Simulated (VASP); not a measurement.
Set up this calculation in VASP 6.6.1, as the native input.

| Property | Result |
| --- | --- |
| Task | single point |
| Functional | BLYP |
| Potentials or basis | VASP PAW PBE potentials, release 64 (Rh_pv) |
| Cutoff | 500 eV |
| k mesh | 14 × 14 × 14 |
| Occupations | methfessel-paxton, width 0.1 eV |
| Spin | no spin polarisation |
| Dipole correction | no |
| Further INCAR settings | ALGO = Normal; EDIFF = 1e-06; NBANDS = 14 |

The structure of Rh lies in POSCAR:

```
Rh
1.0
    0.0000000000      1.8978500000      1.8978500000
    1.8978500000      0.0000000000      1.8978500000
    1.8978500000      1.8978500000      0.0000000000
Rh
1
Direct
    0.0000000000      0.0000000000      0.0000000000
```

One way to write it, as run:

INCAR

```
PREC = Accurate
ENCUT = 500
EDIFF = 1E-6
ISMEAR = 1
SIGMA = 0.1
LREAL = F
LASPH = T
NELM = 120
ALGO = Normal
ISIF = 2
LWAVE = F
LCHARG = F
GGA = B5
ALDAX = 1.0
AGGAX = 1.0
AGGAC = 1.0
ALDAC = 0.0
NBANDS = 14
GGA_COMPAT = F
```

KPOINTS

```
Automatic mesh
0
Gamma
  14 14 14
```

Potentials or basis: VASP PAW PBE potentials, release 64 (Rh_pv).

Run with:

```bash
$ cat potpaw_PBE.64/Rh_pv/POTCAR > POTCAR
$ mpirun -np 1 vasp_std > vasp.out
```

Results of the run:

```
Pressure               : 22.1 GPa
Band gap on the k mesh : zero (an odd number of electrons rules out a gap without spin polarisation)
```

Caveat: the cell stands under pressure; the PAW data sets were made with another functional, which shifts forces and pressure a little.

Wall time 17 s on 1 thread of Intel Xeon 8259CL (shared host), peak memory 0.14 GiB.
